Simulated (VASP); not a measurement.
# Ge (Fmmm) in VASP: single point with PBEsol+D4

Aim: the single point of Ge with PBEsol+D4.

Everything below comes from runs of VASP 6.6.1. Logs are shortened: lines on timing, memory, paths and dates and some standing lists are left out, and cuts for length are marked.

## Step 1: The cell of the first run

Symmetry: Fmmm, No. 69, orthorhombic system. Conventional cell: a = 5.261 Å, b = 5.771 Å, c = 10.231 Å, α = 90.00°, β = 90.00°, γ = 90.00°. Ge (site symmetry mm2) has 12 Ge at 2.71 to 3.69 Å within 3.7 Å. Within 3.4 Å of Ge (site symmetry m2m) lie 8 Ge at 2.61 to 3.17 Å.

## Step 2: Single point, PBEsol+D4

The input, INCAR:

```
SYSTEM = Ge
ALGO = Normal ; EDIFF = 1E-6
ENCUT = 520 ; GGA = PS
ISIF = 2 ; ISMEAR = -1
IVDW = 13 ; LASPH = .True.
LCHARG = .False. ; LREAL = .False.
LWAVE = .False. ; NBANDS = 36
NELM = 60 ; PREC = Accurate
SIGMA = 0.1
```

The input, KPOINTS:

```
k-points
0
Gamma
  6 6 6
  0 0 0
```

The input, POSCAR:

```
Ge
1.0
    5.8734589974     -0.0000002531     -0.0000002440
    4.4556413102      3.6382413398     -0.0000001878
    1.4178180022      0.1655267135      3.6344740889
Ge
4
Direct
    0.7818670000      0.7818670000      0.2181330000
    0.2181330000      0.2181330000      0.7818670000
    0.2735100000      0.7264900000      0.2735100000
    0.7264900000      0.2735100000      0.7264900000
```

Potentials or basis: VASP PAW PBE potentials, release 64 (Ge_d).

The run is started by

```console
$ cat potpaw_PBE.64/Ge_d/POTCAR > POTCAR
$ mpirun -np 1 vasp_std > vasp.out
```

OUTCAR:

```text
SYSTEM = Ge
   EDIFF = 1E-6
   ENCUT = 520
   GGA = PS
   ISIF = 2
   ISMEAR = -1
   IVDW = 13
   LASPH = .True.
   LREAL = .False.
   NELM = 60
   PREC = Accurate

 ion  position               nearest neighbor table
   1  0.782  0.782  0.218-   2 2.71   2 2.71   3 2.73   4 2.73
   2  0.218  0.218  0.782-   1 2.71   1 2.71   4 2.73   3 2.73
   3  0.274  0.726  0.274-   4 2.61   4 2.64   4 2.64   1 2.73   2 2.73
   4  0.726  0.274  0.726-   3 2.61   3 2.64   3 2.64   2 2.73   1 2.73

  LATTYP: Found a face centered orthorhombic cell.
 ALAT       =     5.2609937883
 B/A-ratio  =     1.0970322533
 C/A-ratio  =     1.9447522408

  Lattice vectors:

 A1 = (   5.8734589974,  -0.0000002531,  -0.0000002440)
 A2 = (   4.4556413102,   3.6382413398,  -0.0000001878)
 A3 = (   1.4178180022,   0.1655267135,   3.6344740889)

Analysis of symmetry for initial positions (statically):
=====================================================================
 Subroutine PRICEL returns:
 Original cell was already a primitive cell.

 Routine SETGRP: Setting up the symmetry group for a
 face centered orthorhombic supercell.

 Subroutine GETGRP returns: Found  8 space group operations
 (whereof  8 operations were pure point group operations)
 out of a pool of  8 trial point group operations.

The static configuration has the point symmetry D_2h.

Analysis of symmetry for dynamics (positions and initial velocities):
=====================================================================
 Subroutine PRICEL returns:
 Original cell was already a primitive cell.

 Routine SETGRP: Setting up the symmetry group for a
 face centered orthorhombic supercell.

 Subroutine GETGRP returns: Found  8 space group operations
 (whereof  8 operations were pure point group operations)
 out of a pool of  8 trial point group operations.

The dynamic configuration has the point symmetry D_2h.

 Subroutine INISYM returns: Found  8 space group operations
 (whereof  8 operations are pure point group operations),
 and found     1 'primitive' translations

----------------------------------------------------------------------------------------

                                     Primitive cell

  volume of cell :      77.6653

  direct lattice vectors                    reciprocal lattice vectors
     5.873458997 -0.000000253 -0.000000244     0.170257413 -0.208508975 -0.056921638
     4.455641310  3.638241340 -0.000000188     0.000000011  0.274858057 -0.012518006
[... 82 lines left out ...]
   ICHARG =      2    charge: 1-file 2-atom 10-const
   ISPIN  =      1    spin polarized calculation?
   LNONCOLLINEAR =      F non collinear calculations
   LSORBIT =      F    spin-orbit coupling
   LASPH  =      T    aspherical Exc in radial PAW
   ENCUT  =  520.0 eV  38.22 Ry    6.18 a.u.  10.92 10.70  7.26*2*pi/ulx,y,z
   NELM   =     60;   NELMIN=  2; NELMDL= -5     # of ELM steps
   EDIFF  = 0.1E-05   stopping-criterion for ELM
   LREAL  =      F    real-space projection
[... 7 lines left out ...]
   TEBEG  =    0.0;   TEEND  =   0.0 temperature during run
   PSTRESS=    0.0 pullay stress
   NELECT =      56.0000    total number of electrons
   NUPDOWN=      -1.0000    fix difference up-down
   EMIN   =  10.00;   EMAX   =-10.00  energy-range for DOS
   EFERMI =   0.00;   METHOD = LEGACY
   ISMEAR =    -1;   SIGMA  =   0.10  broadening in eV -4-tet -1-fermi 0-gaus
   EFERMI_NEDOS =   21; number of points for ismear=-14 and -15
   IALGO  =     38    algorithm
   IMIX   =      4    mixing-type and parameters
     AMIX     =   0.40;   BMIX     =  1.00
     AMIX_MAG =   1.60;   BMIX_MAG =  1.00
  volume/ion in A,a.u.               =      19.42       131.03
  Fermi-wavevector in a.u.,A,eV,Ry     =   1.468008  2.774133 29.321210  2.155048
  Thomas-Fermi vector in A             =   2.583558
   LORBIT       =      0    0 simple, 1 ext, 2 COOP (PROOUT), +10 PAW based schemes
   GGA     = PS    functional components
   LHFCALC =     F    Hartree Fock is set to
   AEXX    =    0.0000 exact exchange contribution
   IVDW    =    13    specifies the selected vdW correction
   LEPSILON=     F    determine dielectric tensor
   LRPA    =     F    only Hartree local field effects (RPA)
 non-spin polarized calculation
  energy-cutoff  :      520.00
  volume of cell :       77.67
 maximum number of plane-waves:      2116
 NGX is ok and might be reduce to    48
   NGX = 21   NGY = 21   NGZ = 15

 number of electron      55.9999999 magnetization

 Free energy of the ion-electron system (eV)
  ---------------------------------------------------
  ext. energy  EPLUGINS =         0.00000000
  ---------------------------------------------------
  free energy    TOTEN  =       -19.01002136 eV

  energy without entropy =      -18.95722021  energy(sigma->0) =      -18.98362079

 E-fermi :   6.1995     XC(G=0): -11.2287

 val. band max:        6.1149053388   @ k =   0.3333   0.3333   0.0000
 cond. band min:       6.2313226177   @ k =  -0.3333  -0.0000   0.1667
 fundamental gap:      0.1164172789
 Fermi energy:         6.1995395820

 k-point     1 :       0.0000    0.0000    0.0000
  band No.  band energies     occupation
      1     -18.5090      2.00000
      2     -18.4538      2.00000
      3     -18.4232      2.00000
      4     -18.4150      2.00000
      5     -18.4075      2.00000
      6     -18.4035      2.00000
[... 925 lines left out ...]
     35      12.2946      0.00000
     36      12.8774      0.00000

 [... further k-points ...]

------------------------ aborting loop because EDIFF is reached ----------------------------------------

  DFT-D4 for vdW energy calculation

  Edisp (eV):   -0.85957

  FORCE on cell =-STRESS in cart. coord.  units (eV):
  Direction    XX          YY          ZZ          XY          YZ          ZX
  --------------------------------------------------------------------------------------
  -------------------------------------------------------------------------------------
  Total      -2.89091    -2.30446    -2.34366    -0.07776     0.43036     0.08138
  in kB     -59.63734   -47.53939   -48.34806    -1.60410     8.87797     1.67882
  external pressure =      -51.84 kB  Pullay stress =        0.00 kB

 VOLUME and BASIS-vectors are now :
 -----------------------------------------------------------------------------
  energy-cutoff  :      520.00
  volume of cell :       77.67
      direct lattice vectors                 reciprocal lattice vectors
     5.873458997 -0.000000253 -0.000000244     0.170257413 -0.208508975 -0.056921638
     4.455641310  3.638241340 -0.000000188     0.000000011  0.274858057 -0.012518006
     1.417818002  0.165526714  3.634474089     0.000000011  0.000000000  0.275142967

 POSITION                                       TOTAL-FORCE (eV/Angst)
 -----------------------------------------------------------------------------------
      8.38526      2.88073      0.79280        -0.028166     -0.010976      0.011487
      3.36166      0.92304      2.84168         0.028166      0.010976     -0.011487
      5.23122      2.68842      0.99406        -0.005639      0.006906     -0.007228
      6.51570      1.11535      2.64041         0.005639     -0.006906      0.007228
 -----------------------------------------------------------------------------------
    total drift:                                0.000000      0.000000      0.000000

  FREE ENERGIE OF THE ION-ELECTRON SYSTEM (eV)
  ---------------------------------------------------
  free  energy   TOTEN  =       -19.8695896019 eV

  energy  without entropy=      -19.8167884465  energy(sigma->0) =      -19.84318902
```

OSZICAR:

```text
N       E                     dE             d eps       ncg     rms          rms(c)
DAV:   1     0.471365896277E+03    0.47137E+03   -0.27457E+04  3788   0.445E+03
DAV:   2     0.611000334160E+02   -0.41027E+03   -0.40035E+03  3312   0.783E+02
DAV:   3    -0.149369102491E+02   -0.76037E+02   -0.74773E+02  3572   0.200E+02
DAV:   4    -0.190189446116E+02   -0.40820E+01   -0.40588E+01  3964   0.542E+01
DAV:   5    -0.190975097057E+02   -0.78565E-01   -0.78530E-01  3684   0.842E+00    0.294E+00
DAV:   6    -0.190318348031E+02    0.65675E-01   -0.81086E-02  4600   0.563E+00    0.160E+00
DAV:   7    -0.190113125156E+02    0.20522E-01   -0.88110E-02  4172   0.499E+00    0.231E-01
DAV:   8    -0.190100465184E+02    0.12660E-02   -0.12720E-02  3752   0.368E+00    0.103E-01
DAV:   9    -0.190099290882E+02    0.11743E-03   -0.30030E-03  4436   0.140E+00    0.344E-02
DAV:  10    -0.190100286678E+02   -0.99580E-04   -0.10746E-03  3604   0.484E-01    0.205E-02
DAV:  11    -0.190100196124E+02    0.90554E-05   -0.13317E-04  4256   0.657E-01    0.899E-03
DAV:  12    -0.190100211619E+02   -0.15495E-05   -0.25260E-05  4952   0.952E-02    0.209E-03
DAV:  13    -0.190100213649E+02   -0.20300E-06   -0.13384E-06  2164   0.838E-02
   1 F= -.19869590E+02 E0= -.19843189E+02  d E =-.528012E-01
```

stdout:

```text
POSCAR found type information on POSCAR Ge
 POSCAR found :  1 types and       4 ions
 scaLAPACK will be used
 -----------------------------------------------------------------------------
|                                                                             |
|                                                                             |
|     You enforced a specific xc type in the INCAR file but a different       |
|     I HOPE YOU KNOW WHAT YOU ARE DOING!                                     |
|                                                                             |
 -----------------------------------------------------------------------------

 LDA part: xc-table for (Slater+PW92), standard interpolation
 POSCAR, INCAR and KPOINTS ok, starting setup
 FFT: planning ... GRIDC
 FFT: planning ... GRID_SOFT
 FFT: planning ... GRID
 WAVECAR not read
 entering main loop
```

Wall time 5.6 min (1 thread of AMD EPYC 7R13, shared host); peak memory 0.25 GiB.

What came out:

```
Free energy                : -19.8696 eV
Pressure                   : -5.2 GPa
Largest force              : 0.032 eV/Å
Band gap on the k mesh     : zero (bands 28 and 29 overlap by 3.27 eV)
Dispersion energy per atom : -0.215 eV
```

Forces on the atoms (eV/Å):
```
Ge  -0.028 -0.011  0.011
Ge   0.028  0.011 -0.011
Ge  -0.006  0.007 -0.007
Ge   0.006 -0.007  0.007
```

Levels at points of the mesh, in eV from the Fermi level:
```csv
k point,band 24,band 25,band 26,band 27,band 28,band 29,band 30,band 31,band 32,band 33
"(0.00, 0.00, 0.00)",-3.83,-2.91,-2.36,-2.00,-1.84,-1.60,2.88,3.65,4.03,6.21
"(0.50, 0.00, 0.00)",-7.06,-2.01,-1.63,-0.83,0.76,0.96,1.12,2.26,2.35,3.45
"(0.50, 0.50, 0.00)",-4.52,-2.17,-1.85,-0.25,0.49,1.01,1.16,1.97,2.70,4.91
"(0.50, 0.00, 0.50)",-7.35,-4.63,-4.12,-3.19,-2.66,-1.26,-0.84,3.53,4.69,7.01
"(0.00, 0.50, 0.50)",-6.16,-5.73,-5.25,-3.48,-2.07,-1.86,2.75,3.75,4.01,5.89
```

Caveat: the cell stands under tension; the PAW data sets were made with another functional, which shifts forces and pressure a little.

The gap in the log of VASP goes by the Fermi energy; the results here count the filled bands.